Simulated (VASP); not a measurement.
# ZnO (rock salt type) (Fm-3m) in VASP: a series of runs

Runs on ZnO (rock salt type). Level: PBE. Tasks: single point.

Program: VASP 6.6.1. These are calculated values, not measurements. Logs are shortened: lines on timing, memory, paths and dates and some standing lists are left out, and cuts for length are marked.

## 1. The cell of the first run

The structure is cubic, space group Fm-3m (No. 225). Conventional cell: a = 4.414 Å, b = 4.414 Å, c = 4.414 Å, α = 90.00°, β = 90.00°, γ = 90.00°. Within 2.9 Å of Zn (site symmetry m-3m) lie 6 O at 2.21 Å. Within 2.9 Å of O (site symmetry m-3m) lie 6 Zn at 2.21 Å.

## 2. Single point, PBE

File INCAR:

```
PREC     = Accurate       # precision mode
ENCUT    = 520            # plane-wave cutoff, eV
EDIFF    = 1E-6           # SCF threshold, eV
ISMEAR   = -1             # smearing method
SIGMA    = 0.06122561905347299 # smearing width, eV
LREAL    = False          # projectors in reciprocal space
LASPH    = True           # aspherical terms in the spheres
NELM     = 60             # most SCF steps
ALGO     = Normal         # electronic algorithm
ISIF     = 2              # what is computed and relaxed
LWAVE    = False          # write WAVECAR
LCHARG   = True           # write CHGCAR
GGA      = PE             # functional
LELF     = True           # ELF
LVHAR    = True         
NBANDS   = 16             # bands
```

File KPOINTS:

```
regular mesh
0
Gamma
  22 22 22
```

File POSCAR:

```
ZnO
1.0
    0.0000000000      2.2068596475      2.2068596475
    2.2068596475      0.0000000000      2.2068596475
    2.2068596475      2.2068596475      0.0000000000
Zn O
1 1
Direct
    0.0000000000      0.0000000000      0.0000000000
    0.5000000000      0.5000000000      0.5000000000
```

Potentials or basis: VASP PAW PBE potentials, release 64 (Zn, O).

Started as:

```sh
> cat potpaw_PBE.64/Zn/POTCAR potpaw_PBE.64/O/POTCAR > POTCAR
> mpirun -np 1 vasp_std > vasp.out
```

OUTCAR:

```text
PREC = Accurate
   ENCUT = 520
   EDIFF = 1E-6
   ISMEAR = -1
   LREAL = False
   LASPH = True
   NELM = 60
   ISIF = 2
   GGA = PE

 ion  position               nearest neighbor table
   1  0.000  0.000  0.000-   2 2.21   2 2.21   2 2.21   2 2.21   2 2.21   2 2.21
   2  0.500  0.500  0.500-   1 2.21   1 2.21   1 2.21   1 2.21   1 2.21   1 2.21

  LATTYP: Found a face centered cubic cell.
 ALAT       =     4.4137192950

  Lattice vectors:

 A1 = (   0.0000000000,   2.2068596475,   2.2068596475)
 A2 = (   2.2068596475,   0.0000000000,   2.2068596475)
 A3 = (   2.2068596475,   2.2068596475,   0.0000000000)

Analysis of symmetry for initial positions (statically):
=====================================================================
 Subroutine PRICEL returns:
 Original cell was already a primitive cell.

 Routine SETGRP: Setting up the symmetry group for a
 face centered cubic supercell.

 Subroutine GETGRP returns: Found 48 space group operations
 (whereof 48 operations were pure point group operations)
 out of a pool of 48 trial point group operations.

The static configuration has the point symmetry O_h .

Analysis of symmetry for dynamics (positions and initial velocities):
=====================================================================
 Subroutine PRICEL returns:
 Original cell was already a primitive cell.

 Routine SETGRP: Setting up the symmetry group for a
 face centered cubic supercell.

 Subroutine GETGRP returns: Found 48 space group operations
 (whereof 48 operations were pure point group operations)
 out of a pool of 48 trial point group operations.

The dynamic configuration has the point symmetry O_h .

 Subroutine INISYM returns: Found 48 space group operations
 (whereof 48 operations are pure point group operations),
 and found     1 'primitive' translations

----------------------------------------------------------------------------------------

                                     Primitive cell

  volume of cell :      21.4958

  direct lattice vectors                    reciprocal lattice vectors
     0.000000000  2.206859647  2.206859647    -0.226566289  0.226566289  0.226566289
     2.206859647  0.000000000  2.206859647     0.226566289 -0.226566289  0.226566289
     2.206859647  2.206859647  0.000000000     0.226566289  0.226566289 -0.226566289

  length of vectors
     3.120970844  3.120970844  3.120970844     0.392424323  0.392424323  0.392424323

  position of ions in fractional coordinates (direct lattice)
     0.000000000  0.000000000  0.000000000
     0.500000000  0.500000000  0.500000000

  ion indices of the primitive-cell ions
   primitive index   ion index
                 1           1
                 2           2

----------------------------------------------------------------------------------------

 KPOINTS: regular mesh

Automatic generation of k-mesh.
 Grid dimensions read from file:
 generate k-points for:   22   22   22

 Generating k-lattice:

  Cartesian coordinates                     Fractional coordinates (reciprocal lattice)
    -0.010298468  0.010298468  0.010298468     0.045454545  0.000000000  0.000000000
     0.010298468 -0.010298468  0.010298468     0.000000000  0.045454545  0.000000000
     0.010298468  0.010298468 -0.010298468     0.000000000  0.000000000  0.045454545

  Length of vectors
     0.017837469  0.017837469  0.017837469

  Shift w.r.t. Gamma in fractional coordinates (k-lattice)
     0.000000000  0.000000000  0.000000000

 Subroutine IBZKPT returns following result:
 ===========================================

 Found    328 irreducible k-points:

 Following reciprocal coordinates:
            Coordinates               Weight
  0.000000  0.000000  0.000000      1.000000
  0.045455  0.000000  0.000000      8.000000
  0.090909  0.000000  0.000000      8.000000
  0.136364  0.000000  0.000000      8.000000
  0.181818  0.000000  0.000000      8.000000
  0.227273  0.000000  0.000000      8.000000
[... 16 lines left out ...]
  0.500000  0.045455  0.000000     24.000000
 -0.454545  0.045455  0.000000     24.000000
 [... further k-points ...]
   k-points           NKPTS =    328   k-points in BZ     NKDIM =    328   number of bands    NBANDS=     16
   number of dos      NEDOS =    301   number of ions     NIONS =      2
   total plane-waves  NPLWV =  13824
   dimension x,y,z NGX =    24 NGY =   24 NGZ =   24
   dimension x,y,z NGXF=    48 NGYF=   48 NGZF=   48
   ions per type =               1   1
   NGX,Y,Z   is equivalent  to a cutoff of  12.78, 12.78, 12.78 a.u.
   NGXF,Y,Z  is equivalent  to a cutoff of  25.57, 25.57, 25.57 a.u.
 SYSTEM =  unknown system
   PREC   = accura    normal or accurate (medium, high low for compatibility)
   ISTART =      0    job   : 0-new  1-cont  2-samecut
   ICHARG =      2    charge: 1-file 2-atom 10-const
   ISPIN  =      1    spin polarized calculation?
   LNONCOLLINEAR =      F non collinear calculations
   LSORBIT =      F    spin-orbit coupling
   LASPH  =      T    aspherical Exc in radial PAW
   ENCUT  =  520.0 eV  38.22 Ry    6.18 a.u.   5.80  5.80  5.80*2*pi/ulx,y,z
   NELM   =     60;   NELMIN=  2; NELMDL= -5     # of ELM steps
   EDIFF  = 0.1E-05   stopping-criterion for ELM
   LREAL  =      F    real-space projection
   EDIFFG = 0.1E-04   stopping-criterion for IOM
   NSW    =      0    number of steps for IOM
   IBRION =     -1    ionic relax: 0-MD 1-quasi-New 2-CG
   NFREE  =      0    steps in history (QN), initial steepest desc. (CG)
   ISIF   =      2    stress and relaxation
   ISYM   =      2    0-nonsym 1-usesym 2-fastsym
   POTIM  = 0.5000    time-step for ionic-motion
   TEBEG  =    0.0;   TEEND  =   0.0 temperature during run
   PSTRESS=    0.0 pullay stress
   NELECT =      18.0000    total number of electrons
   NUPDOWN=      -1.0000    fix difference up-down
   EMIN   =  10.00;   EMAX   =-10.00  energy-range for DOS
   EFERMI =   0.00;   METHOD = LEGACY
   ISMEAR =    -1;   SIGMA  =   0.06  broadening in eV -4-tet -1-fermi 0-gaus
   EFERMI_NEDOS =   21; number of points for ismear=-14 and -15
   IALGO  =     38    algorithm
   IMIX   =      4    mixing-type and parameters
     AMIX     =   0.40;   BMIX     =  1.00
     AMIX_MAG =   1.60;   BMIX_MAG =  1.00
  volume/ion in A,a.u.               =      10.75        72.53
  Fermi-wavevector in a.u.,A,eV,Ry     =   1.543053  2.915948 32.395659  2.381014
  Thomas-Fermi vector in A             =   2.648771
   LORBIT       =      0    0 simple, 1 ext, 2 COOP (PROOUT), +10 PAW based schemes
   GGA     = PE    functional components
   LHFCALC =     F    Hartree Fock is set to
   AEXX    =    0.0000 exact exchange contribution
   IVDW    =     0    specifies the selected vdW correction
   LEPSILON=     F    determine dielectric tensor
   LRPA    =     F    only Hartree local field effects (RPA)
 non-spin polarized calculation
  energy-cutoff  :      520.00
  volume of cell :       21.50
 maximum number of plane-waves:       589
   NGX = 11   NGY = 11   NGZ = 11

 number of electron      17.9999990 magnetization

 Free energy of the ion-electron system (eV)
  ---------------------------------------------------
  ext. energy  EPLUGINS =         0.00000000
  ---------------------------------------------------
  free energy    TOTEN  =        -8.60650568 eV

  energy without entropy =       -8.60645962  energy(sigma->0) =       -8.60648265

 E-fermi :   2.2555     XC(G=0): -11.7789

 val. band max:        1.8276223394   @ k =   0.5000   0.0000   0.0000
 cond. band min:       2.3068518146   @ k =   0.0000   0.0000   0.0000
 fundamental gap:      0.4792294752
 Fermi energy:         2.2554673645

 k-point     1 :       0.0000    0.0000    0.0000
  band No.  band energies     occupation
      1     -15.9709      2.00000
      2      -2.9071      2.00000
      3      -2.9071      2.00000
      4      -2.9071      2.00000
      5      -2.7305      2.00000
      6      -2.7305      2.00000
[... 8 lines left out ...]
     15      19.9670      0.00000
     16      19.9670      0.00000

 k-point     2 :       0.0455    0.0000    0.0000
  band No.  band energies     occupation
      1     -15.9515      2.00000
      2      -2.9170      2.00000
      3      -2.9048      2.00000
      4      -2.9048      2.00000
      5      -2.7486      2.00000
      6      -2.7486      2.00000
[... 8 lines left out ...]
     15      20.1201      0.00000
     16      20.1201      0.00000

 k-point     3 :       0.0909    0.0000    0.0000
  band No.  band energies     occupation
      1     -15.8944      2.00000
      2      -2.9512      2.00000
      3      -2.9081      2.00000
      4      -2.9081      2.00000
      5      -2.7901      2.00000
      6      -2.7901      2.00000
[... 8 lines left out ...]
     15      20.4040      0.00000
     16      20.4040      0.00000

 k-point     4 :       0.1364    0.0000    0.0000
  band No.  band energies     occupation
      1     -15.8023      2.00000
      2      -3.0236      2.00000
      3      -2.9587      2.00000
      4      -2.9587      2.00000
      5      -2.8054      2.00000
      6      -2.8054      2.00000
[... 8 lines left out ...]
     15      20.7589      0.00000
     16      20.7589      0.00000

 k-point     5 :       0.1818    0.0000    0.0000
  band No.  band energies     occupation
      1     -15.6803      2.00000
      2      -3.1590      2.00000
      3      -3.0600      2.00000
      4      -3.0600      2.00000
      5      -2.7816      2.00000
      6      -2.7816      2.00000
[... 8 lines left out ...]
     15      21.1983      0.00000
     16      21.1984      0.00000

 k-point     6 :       0.2273    0.0000    0.0000
  band No.  band energies     occupation
      1     -15.5361      2.00000
      2      -3.3807      2.00000
      3      -3.1784      2.00000
      4      -3.1784      2.00000
      5      -2.7431      2.00000
      6      -2.7431      2.00000
[... 8 lines left out ...]
     15      21.7282      0.00000
     16      21.7282      0.00000
[... 267 lines left out ...]
 k-point    21 :       0.4091    0.0455    0.0000
  band No.  band energies     occupation
      1     -14.9882      2.00000
      2      -4.5003      2.00000
      3      -3.5590      2.00000
      4      -3.5146      2.00000
      5      -2.6155      2.00000
      6      -2.5823      2.00000
[... 8 lines left out ...]
     15      23.6474      0.00000
     16      24.7579      0.00000

 k-point    22 :       0.4545    0.0455    0.0000
  band No.  band energies     occupation
      1     -14.8979      2.00000
      2      -4.6928      2.00000
      3      -3.6023      2.00000
      4      -3.5747      2.00000
      5      -2.5866      2.00000
      6      -2.5657      2.00000
[... 8 lines left out ...]
     15      24.2587      0.00000
     16      25.2239      0.00000

 k-point    23 :       0.5000    0.0455    0.0000
  band No.  band energies     occupation
      1     -14.8543      2.00000
      2      -4.7849      2.00000
      3      -3.6169      2.00000
      4      -3.6082      2.00000
      5      -2.5690      2.00000
      6      -2.5616      2.00000
[... 8 lines left out ...]
     15      24.6714      0.00000
     16      25.3253      0.00000

 k-point    24 :      -0.4545    0.0455    0.0000
  band No.  band energies     occupation
      1     -14.8630      2.00000
      2      -4.7667      2.00000
      3      -3.6134      2.00000
      4      -3.6023      2.00000
      5      -2.5707      2.00000
      6      -2.5641      2.00000
[... 8 lines left out ...]
     15      24.8345      0.00000
     16      24.9608      0.00000

 [... further k-points ...]

------------------------ aborting loop because EDIFF is reached ----------------------------------------

  FORCE on cell =-STRESS in cart. coord.  units (eV):
  Direction    XX          YY          ZZ          XY          YZ          ZX
  --------------------------------------------------------------------------------------
  -------------------------------------------------------------------------------------
  Total       -1.0276228     -1.0276228     -1.0276228     -0.0000000      0.0000000     -0.0000000
  in kB      -76.5931963    -76.5931963    -76.5931963     -0.0000000      0.0000000     -0.0000000
  external PRESSURE =     -76.5931963 kB  Pullay stress =       0.0000000 kB

 VOLUME and BASIS-vectors are now :
 -----------------------------------------------------------------------------
  energy-cutoff  :      520.00
  volume of cell :       21.50
      direct lattice vectors                 reciprocal lattice vectors
     0.000000000  2.206859647  2.206859647    -0.226566289  0.226566289  0.226566289
     2.206859647  0.000000000  2.206859647     0.226566289 -0.226566289  0.226566289
     2.206859647  2.206859647  0.000000000     0.226566289  0.226566289 -0.226566289

 POSITION                                       TOTAL-FORCE (eV/Angst)
 -----------------------------------------------------------------------------------
      0.00000      0.00000      0.00000        -0.000000     -0.000000     -0.000000
      2.20686      2.20686      2.20686         0.000000      0.000000      0.000000
 -----------------------------------------------------------------------------------
    total drift:                                0.000000     -0.000000     -0.000000

  FREE ENERGIE OF THE ION-ELECTRON SYSTEM (eV)
  ---------------------------------------------------
  free  energy   TOTEN  =        -8.6065056771 eV

  energy  without entropy=       -8.6064596212  energy(sigma->0) =       -8.60648265
```

It took 29 s on 1 thread of Intel Xeon 6975P-C (Granite Rapids), shared host; peak memory 0.22 GiB.

Results:

| Quantity | Value |
| --- | --- |
| Free energy | -8.6065 eV |
| Pressure | -7.7 GPa |
| Band gap on the k mesh | 0.48 eV, indirect (least direct gap 1.53 eV) |

A k mesh can miss the band edges. As with any semilocal functional, this PBE gap is likely too small.

## 3. Single point, PBE

This run uses another cell than the first one, of 9.53 Å³/atom, 0.887 times its volume.

File INCAR:

```
  PREC = Accurate
  ENCUT = 520
  EDIFF = 1E-7
  ISMEAR = -1
  SIGMA = 0.06122561905347299
  LREAL = False
  LASPH = True
  NELM = 60
  ALGO = Normal
  ISIF = 2
  LWAVE = False
  LCHARG = False
  GGA = PE
  NBANDS = 16
```

File KPOINTS:

```
Automatic mesh
0
Gamma
  43 43 43
```

File POSCAR:

```
ZnO
1.0
    0.0000000000      2.1202254493      2.1202254493
    2.1202254493      0.0000000000      2.1202254493
    2.1202254493      2.1202254493      0.0000000000
Zn O
1 1
Direct
    0.0000000000      0.0000000000      0.0000000000
    0.5000000000      0.5000000000      0.5000000000
```

Potentials or basis: VASP PAW PBE potentials, release 64 (Zn, O).

Started as:

```sh
> cat potpaw_PBE.64/Zn/POTCAR potpaw_PBE.64/O/POTCAR > POTCAR
> mpirun -np 1 vasp_std > vasp.out
```

It took 3.2 min on 1 thread of Intel Xeon 6975P-C (Granite Rapids), shared host; peak memory 0.67 GiB.

Results (log left out):

| Quantity | Value |
| --- | --- |
| Free energy | -8.5785 eV |
| Pressure | 13.3 GPa |
| Band gap on the k mesh | 1.01 eV, indirect (least direct gap 2.48 eV) |

Levels at points of the mesh, in eV from the valence-band top:
```
           k point  band 6  band 7  band 8  band 9  band 10  band 11  band 12  band 13
(0.00, 0.00, 0.00)   -4.68   -1.47   -1.47   -1.47     1.01    18.14    18.14    18.14
```

A k mesh can miss the band edges.
